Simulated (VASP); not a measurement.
# CaF2 (l.bB) (Fm-3m) in VASP: notebook

The runs below take CaF2 (l.bB) through single point, relaxation of cell and atoms, with LDA.

Everything below comes from runs of VASP 6.6.1. Logs are shortened: lines on timing, memory, paths and dates and some standing lists are left out, and cuts for length are marked.

### Step 1. The cell of the first run

The structure is cubic, space group Fm-3m (No. 225). Conventional cell: a = 5.325 Å, b = 5.325 Å, c = 5.325 Å, α = 90.00°, β = 90.00°, γ = 90.00°. Within 3.0 Å of Ca (site symmetry m-3m) lie 8 F at 2.31 Å. F (site symmetry -43m) has 4 Ca at 2.31 Å and 6 F at 2.66 Å within 3.0 Å.

### Step 2. Single point, LDA

Input file INCAR:

```
SYSTEM = CaF2
  PREC = Accurate
  ENCUT = 600
  EDIFF = 1E-6
  ISMEAR = 0
  SIGMA = 0.02
  LREAL = .FALSE.
  LASPH = .TRUE.
  NELM = 120
  ALGO = Normal
  ISIF = 2
  LWAVE = .FALSE.
  LCHARG = .FALSE.
  NBANDS = 19
  GGA_COMPAT = .FALSE.
```

Input file KPOINTS:

```
regular mesh
0
G
  8 8 8
  0 0 0
```

Input file POSCAR:

```
CaF2
1.0
    0.0000000000      2.6627351787      2.6627351787
    2.6627351787      0.0000000000      2.6627351787
    2.6627351787      2.6627351787      0.0000000000
Ca F
1 2
Direct
    0.0000000000      0.0000000000      0.0000000000
    0.2500000000      0.2500000000      0.2500000000
    0.7500000000      0.7500000000      0.7500000000
```

Potentials or basis: VASP PAW LDA potentials, release 64 (Ca_sv, F).

Command:

```sh
cat potpaw_LDA.64/Ca_sv/POTCAR potpaw_LDA.64/F/POTCAR > POTCAR
mpirun -np 1 vasp_std > vasp.out
```

OUTCAR:

```text
SYSTEM = CaF2
   PREC = Accurate
   ENCUT = 600
   EDIFF = 1E-6
   ISMEAR = 0
   LREAL = .FALSE.
   LASPH = .TRUE.
   NELM = 120
   ISIF = 2

 ion  position               nearest neighbor table
   1  0.000  0.000  0.000-   3 2.31   3 2.31   3 2.31   2 2.31   3 2.31   2 2.31   2 2.31   2 2.31

   2  0.250  0.250  0.250-   1 2.31   1 2.31   1 2.31   1 2.31
   3  0.750  0.750  0.750-   1 2.31   1 2.31   1 2.31   1 2.31

  LATTYP: Found a face centered cubic cell.
 ALAT       =     5.3254703574

  Lattice vectors:

 A1 = (   0.0000000000,   2.6627351787,   2.6627351787)
 A2 = (   2.6627351787,   0.0000000000,   2.6627351787)
 A3 = (   2.6627351787,   2.6627351787,   0.0000000000)

Analysis of symmetry for initial positions (statically):
=====================================================================
 Subroutine PRICEL returns:
 Original cell was already a primitive cell.

 Routine SETGRP: Setting up the symmetry group for a
 face centered cubic supercell.

 Subroutine GETGRP returns: Found 48 space group operations
 (whereof 48 operations were pure point group operations)
 out of a pool of 48 trial point group operations.

The static configuration has the point symmetry O_h .

Analysis of symmetry for dynamics (positions and initial velocities):
=====================================================================
 Subroutine PRICEL returns:
 Original cell was already a primitive cell.

 Routine SETGRP: Setting up the symmetry group for a
 face centered cubic supercell.

 Subroutine GETGRP returns: Found 48 space group operations
 (whereof 48 operations were pure point group operations)
 out of a pool of 48 trial point group operations.

The dynamic configuration has the point symmetry O_h .

 Subroutine INISYM returns: Found 48 space group operations
 (whereof 48 operations are pure point group operations),
 and found     1 'primitive' translations

----------------------------------------------------------------------------------------

                                     Primitive cell

  volume of cell :      37.7584

  direct lattice vectors                    reciprocal lattice vectors
     0.000000000  2.662735179  2.662735179    -0.187776841  0.187776841  0.187776841
     2.662735179  0.000000000  2.662735179     0.187776841 -0.187776841  0.187776841
     2.662735179  2.662735179  0.000000000     0.187776841  0.187776841 -0.187776841

  length of vectors
     3.765676203  3.765676203  3.765676203     0.325239029  0.325239029  0.325239029

  position of ions in fractional coordinates (direct lattice)
     0.000000000  0.000000000  0.000000000
     0.250000000  0.250000000  0.250000000
     0.750000000  0.750000000  0.750000000

  ion indices of the primitive-cell ions
   primitive index   ion index
                 1           1
                 2           2
                 3           3

----------------------------------------------------------------------------------------

 KPOINTS: regular mesh

Automatic generation of k-mesh.
 Grid dimensions read from file:
 generate k-points for:    8    8    8

 Generating k-lattice:

  Cartesian coordinates                     Fractional coordinates (reciprocal lattice)
    -0.023472105  0.023472105  0.023472105     0.125000000  0.000000000  0.000000000
     0.023472105 -0.023472105  0.023472105     0.000000000  0.125000000  0.000000000
     0.023472105  0.023472105 -0.023472105     0.000000000  0.000000000  0.125000000

  Length of vectors
     0.040654879  0.040654879  0.040654879

  Shift w.r.t. Gamma in fractional coordinates (k-lattice)
     0.000000000  0.000000000  0.000000000

 Subroutine IBZKPT returns following result:
 ===========================================

 Found     29 irreducible k-points:

 Following reciprocal coordinates:
            Coordinates               Weight
  0.000000  0.000000  0.000000      1.000000
  0.125000  0.000000  0.000000      8.000000
  0.250000  0.000000  0.000000      8.000000
  0.375000  0.000000  0.000000      8.000000
  0.500000  0.000000  0.000000      4.000000
  0.125000  0.125000  0.000000      6.000000
[... 16 lines left out ...]
  0.500000  0.250000  0.125000     48.000000
 -0.375000  0.250000  0.125000     24.000000
 [... further k-points ...]
   k-points           NKPTS =     29   k-points in BZ     NKDIM =     29   number of bands    NBANDS=     19
   number of dos      NEDOS =    301   number of ions     NIONS =      3
   total plane-waves  NPLWV =  27000
   dimension x,y,z NGX =    30 NGY =   30 NGZ =   30
   dimension x,y,z NGXF=    60 NGYF=   60 NGZF=   60
   ions per type =               1   2
   NGX,Y,Z   is equivalent  to a cutoff of  13.24, 13.24, 13.24 a.u.
   NGXF,Y,Z  is equivalent  to a cutoff of  26.49, 26.49, 26.49 a.u.
 SYSTEM =  CaF2
   PREC   = accura    normal or accurate (medium, high low for compatibility)
   ISTART =      0    job   : 0-new  1-cont  2-samecut
   ICHARG =      2    charge: 1-file 2-atom 10-const
   ISPIN  =      1    spin polarized calculation?
   LNONCOLLINEAR =      F non collinear calculations
   LSORBIT =      F    spin-orbit coupling
   LASPH  =      T    aspherical Exc in radial PAW
   ENCUT  =  600.0 eV  44.10 Ry    6.64 a.u.   7.52  7.52  7.52*2*pi/ulx,y,z
   NELM   =    120;   NELMIN=  2; NELMDL= -5     # of ELM steps
   EDIFF  = 0.1E-05   stopping-criterion for ELM
   LREAL  =      F    real-space projection
   EDIFFG = 0.1E-04   stopping-criterion for IOM
   NSW    =      0    number of steps for IOM
   IBRION =     -1    ionic relax: 0-MD 1-quasi-New 2-CG
   NFREE  =      0    steps in history (QN), initial steepest desc. (CG)
   ISIF   =      2    stress and relaxation
   ISYM   =      2    0-nonsym 1-usesym 2-fastsym
   POTIM  = 0.5000    time-step for ionic-motion
   TEBEG  =    0.0;   TEEND  =   0.0 temperature during run
   PSTRESS=    0.0 pullay stress
   NELECT =      24.0000    total number of electrons
   NUPDOWN=      -1.0000    fix difference up-down
   EMIN   =  10.00;   EMAX   =-10.00  energy-range for DOS
   EFERMI =   0.00;   METHOD = LEGACY
   ISMEAR =     0;   SIGMA  =   0.02  broadening in eV -4-tet -1-fermi 0-gaus
   EFERMI_NEDOS =   21; number of points for ismear=-14 and -15
   IALGO  =     38    algorithm
   IMIX   =      4    mixing-type and parameters
     AMIX     =   0.40;   BMIX     =  1.00
     AMIX_MAG =   1.60;   BMIX_MAG =  1.00
  volume/ion in A,a.u.               =      12.59        84.94
  Fermi-wavevector in a.u.,A,eV,Ry     =   1.407583  2.659946 26.957076  1.981289
  Thomas-Fermi vector in A             =   2.529827
   LORBIT       =      0    0 simple, 1 ext, 2 COOP (PROOUT), +10 PAW based schemes
   GGA     = CA    functional components
   LHFCALC =     F    Hartree Fock is set to
   AEXX    =    0.0000 exact exchange contribution
   IVDW    =     0    specifies the selected vdW correction
   LEPSILON=     F    determine dielectric tensor
   LRPA    =     F    only Hartree local field effects (RPA)
 non-spin polarized calculation
 Gauss-broadening in eV      SIGMA  =   0.02
  energy-cutoff  :      600.00
  volume of cell :       37.76
 maximum number of plane-waves:      1283
   NGX = 15   NGY = 15   NGZ = 15

 number of electron      23.9999999 magnetization

 Free energy of the ion-electron system (eV)
  ---------------------------------------------------
  ext. energy  EPLUGINS =         0.00000000
  ---------------------------------------------------
  free energy    TOTEN  =       -19.01091547 eV

  energy without entropy =      -19.01091547  energy(sigma->0) =      -19.01091547

 E-fermi :  -0.7017     XC(G=0): -10.7573

 val. band max:       -0.9295818718   @ k =   0.5000   0.5000   0.0000
 cond. band min:       6.4295000145   @ k =   0.0000   0.0000   0.0000
 fundamental gap:      7.3590818863
 Fermi energy:        -0.7016682766

 k-point     1 :       0.0000    0.0000    0.0000
  band No.  band energies     occupation
      1     -36.0184      2.00000
      2     -20.6544      2.00000
      3     -19.7109      2.00000
      4     -17.2562      2.00000
      5     -17.2562      2.00000
      6     -17.2562      2.00000
[... 11 lines left out ...]
     18      10.8738      0.00000
     19      16.1899      0.00000

 k-point     2 :       0.1250    0.0000    0.0000
  band No.  band energies     occupation
      1     -36.0101      2.00000
      2     -20.7092      2.00000
      3     -19.7624      2.00000
      4     -17.2656      2.00000
      5     -17.2656      2.00000
      6     -17.1692      2.00000
[... 11 lines left out ...]
     18      10.8230      0.00000
     19      15.4958      0.00000

 k-point     3 :       0.2500    0.0000    0.0000
  band No.  band energies     occupation
      1     -35.9901      2.00000
      2     -20.8055      2.00000
      3     -19.9271      2.00000
      4     -17.2880      2.00000
      5     -17.2880      2.00000
      6     -16.9479      2.00000
[... 11 lines left out ...]
     18      10.7017      0.00000
     19      14.2653      0.00000

 k-point     4 :       0.3750    0.0000    0.0000
  band No.  band energies     occupation
      1     -35.9699      2.00000
      2     -20.8525      2.00000
      3     -20.1410      2.00000
      4     -17.3102      2.00000
      5     -17.3102      2.00000
      6     -16.7176      2.00000
[... 11 lines left out ...]
     18      10.5823      0.00000
     19      13.4760      0.00000

 k-point     5 :       0.5000    0.0000    0.0000
  band No.  band energies     occupation
      1     -35.9616      2.00000
      2     -20.8533      2.00000
      3     -20.2471      2.00000
      4     -17.3193      2.00000
      5     -17.3193      2.00000
      6     -16.6208      2.00000
[... 11 lines left out ...]
     18      10.5337      0.00000
     19      13.3787      0.00000
[... 334 lines left out ...]
      2     -21.1018      2.00000
      3     -20.1012      2.00000
      4     -17.4149      2.00000
      5     -17.4149      2.00000
      6     -16.3898      2.00000
[... 11 lines left out ...]
     18      12.8109      0.00000
     19      14.3780      0.00000

 k-point    22 :       0.3750    0.2500    0.1250
  band No.  band energies     occupation
      1     -35.9751      2.00000
      2     -20.8702      2.00000
      3     -20.0468      2.00000
      4     -17.3215      2.00000
      5     -17.2370      2.00000
      6     -16.8393      2.00000
[... 11 lines left out ...]
     18      10.7884      0.00000
     19      14.8637      0.00000

 k-point    23 :       0.5000    0.2500    0.1250
  band No.  band energies     occupation
      1     -35.9589      2.00000
      2     -20.8413      2.00000
      3     -20.3045      2.00000
      4     -17.3467      2.00000
      5     -17.1183      2.00000
      6     -16.7594      2.00000
[... 11 lines left out ...]
     18      11.3533      0.00000
     19      14.2841      0.00000

 k-point    24 :      -0.3750    0.2500    0.1250
  band No.  band energies     occupation
      1     -35.9522      2.00000
      2     -20.7673      2.00000
      3     -20.4757      2.00000
      4     -17.3579      2.00000
      5     -17.0583      2.00000
      6     -16.7323      2.00000
[... 11 lines left out ...]
     18      11.8464      0.00000
     19      13.8725      0.00000

 [... further k-points ...]
[... 5 lines left out ...]
  --------------------------------------------------------------------------------------
  -------------------------------------------------------------------------------------
  Total        0.1247324      0.1247324      0.1247324     -0.0000000      0.0000000      0.0000000
  in kB        5.2926828      5.2926828      5.2926828     -0.0000000      0.0000000      0.0000000
  external PRESSURE =       5.2926828 kB  Pullay stress =       0.0000000 kB

 VOLUME and BASIS-vectors are now :
 -----------------------------------------------------------------------------
  energy-cutoff  :      600.00
  volume of cell :       37.76
      direct lattice vectors                 reciprocal lattice vectors
     0.000000000  2.662735179  2.662735179    -0.187776841  0.187776841  0.187776841
     2.662735179  0.000000000  2.662735179     0.187776841 -0.187776841  0.187776841
     2.662735179  2.662735179  0.000000000     0.187776841  0.187776841 -0.187776841

 POSITION                                       TOTAL-FORCE (eV/Angst)
 -----------------------------------------------------------------------------------
      0.00000      0.00000      0.00000        -0.000000     -0.000000     -0.000000
      1.33137      1.33137      1.33137         0.000000     -0.000000      0.000000
      3.99410      3.99410      3.99410        -0.000000      0.000000     -0.000000
 -----------------------------------------------------------------------------------
    total drift:                                0.000000     -0.000000      0.000000

  FREE ENERGIE OF THE ION-ELECTRON SYSTEM (eV)
  ---------------------------------------------------
  free  energy   TOTEN  =       -19.0109154727 eV

  energy  without entropy=      -19.0109154727  energy(sigma->0) =      -19.01091547
```

Run time: 28 s. Hardware: 1 thread of AMD EPYC 9R45 (Zen 5), shared host; peak memory 0.13 GiB.

Results:

```yaml
Free_energy: -19.0109 eV
Pressure: 0.5 GPa
Band_gap_on_the_k_mesh: 7.36 eV, indirect (least direct gap 7.63 eV)
```

### Step 3. Single point, LDA

Input file INCAR:

```
PREC = Accurate
ENCUT = 600
EDIFF = 1E-6
ISMEAR = 0
SIGMA = 0.02
LREAL = F
LASPH = T
NELM = 120
ALGO = Normal
ISIF = 2
LWAVE = F
LCHARG = F
GGA = CA
NBANDS = 19
GGA_COMPAT = F
```

Input file KPOINTS:

```
Automatic mesh
0
Gamma
  8 8 8
```

POSCAR is that of step 2.

Potentials or basis: VASP PAW LDA potentials, release 64 (Ca_sv, F).

Command:

```sh
cat potpaw_LDA.64/Ca_sv/POTCAR potpaw_LDA.64/F/POTCAR > POTCAR
mpirun -np 1 vasp_std > vasp.out
```

It took 27 s on 1 thread of AMD EPYC 9R45 (Zen 5), shared host; peak memory 0.12 GiB.

It converged, with:

- Free energy: -19.0109 eV
- Pressure: 0.5 GPa
- Band gap on the k mesh: 7.36 eV, indirect (least direct gap 7.63 eV)

Levels at points of the mesh, in eV from the valence-band top:
```csv
k point,band 10,band 11,band 12,band 13,band 14,band 15
"(0.00, 0.00, 0.00)",-0.27,-0.27,-0.27,7.36,9.31,9.31
"(0.50, 0.00, 0.00)",-1.37,-0.90,-0.90,9.58,9.58,10.15
"(0.50, 0.50, 0.00)",-0.43,-0.43,0.00,8.06,9.87,10.42
```

### Step 4. Relaxation of cell and atoms, LDA

This run uses another cell than the first one, of 13.27 Å³/atom, 1.054 times its volume.

Input file INCAR:

```
SYSTEM = CaF2
PREC     = Accurate       ! precision mode
ENCUT    = 600            ! plane-wave cutoff, eV
EDIFF    = 1E-7           ! SCF threshold, eV
ISMEAR   = 0              ! smearing method
SIGMA    = 0.02           ! smearing width, eV
LREAL    = .FALSE.        ! projectors in reciprocal space
LASPH    = .TRUE.         ! aspherical terms in the spheres
NELM     = 120            ! most SCF steps
ALGO     = Normal         ! electronic algorithm
ISIF     = 3              ! what is computed and relaxed
LWAVE    = .FALSE.        ! write WAVECAR
LCHARG   = .FALSE.        ! write CHGCAR
GGA      = CA             ! functional
IBRION   = 2              ! ionic algorithm
NSW      = 100            ! ionic steps
EDIFFG   = -0.002         ! ionic threshold
GGA_COMPAT= .FALSE.      
NELMIN   = 4
```

Input file KPOINTS:

```
regular mesh
0
G
  8 8 8
  0 0 0
```

Input file POSCAR:

```
CaF2
1.0
    0.0000000000      2.7100000000      2.7100000000
    2.7100000000      0.0000000000      2.7100000000
    2.7100000000      2.7100000000      0.0000000000
Ca F
1 2
Direct
    0.0000000000      0.0000000000      0.0000000000
    0.2500000000      0.2500000000      0.2500000000
    0.7500000000      0.7500000000      0.7500000000
```

Command:

```sh
cat potpaw_LDA.64/Ca_sv/POTCAR potpaw_LDA.64/F/POTCAR > POTCAR
mpirun -np 1 vasp_std > vasp.out
```

Wall time 59 s (1 thread of AMD EPYC 9R45 (Zen 5), shared host); peak memory 0.14 GiB.

Results (log left out):

- Free energy: -19.0176 eV
- Relaxed volume: 12.64 Å³/atom
- Relaxed cell: a = 3.771 Å, b = 3.771 Å, c = 3.771 Å, α = 60.00°, β = 60.00°, γ = 60.00°
- Space group after relaxing (to 0.05 Å): Fm-3m (No. 225)
- Energy gained by relaxing: 9.0 meV/atom
- Ionic steps: 3
- Pressure after relaxing: 0.0 GPa
- Band gap on the k mesh: 7.33 eV, indirect (least direct gap 7.61 eV)

Step by step:
```csv
step,energy change (eV),largest force (eV/Å),pressure (GPa),volume (Å³)
1,0.0000,0.0000,-4.41,39.81
2,-0.0269,0.0000,0.50,37.74
3,-0.0271,0.0000,0.00,37.92
```

Final structure:
```
Ca F
1.0
     0.00000    2.66655    2.66655
     2.66655    0.00000    2.66655
     2.66655    2.66655    0.00000
Ca F
1 2
Direct
  0.00000 0.00000 0.00000
  0.25000 0.25000 0.25000
  0.75000 0.75000 0.75000
```

Levels at points of the mesh, in eV from the valence-band top:
```tsv
k point	band 8	band 9	band 10	band 11	band 12	band 13	band 14	band 15	band 16
(0.00, 0.00, 0.00)	-2.41	-2.41	-0.27	-0.27	-0.27	7.33	9.29	9.29	11.77
(0.50, 0.00, 0.00)	-1.75	-1.42	-1.36	-0.90	-0.90	9.56	9.56	10.12	10.65
(0.50, 0.50, 0.00)	-1.78	-1.78	-0.42	-0.42	0.00	8.05	9.84	10.39	11.31
```
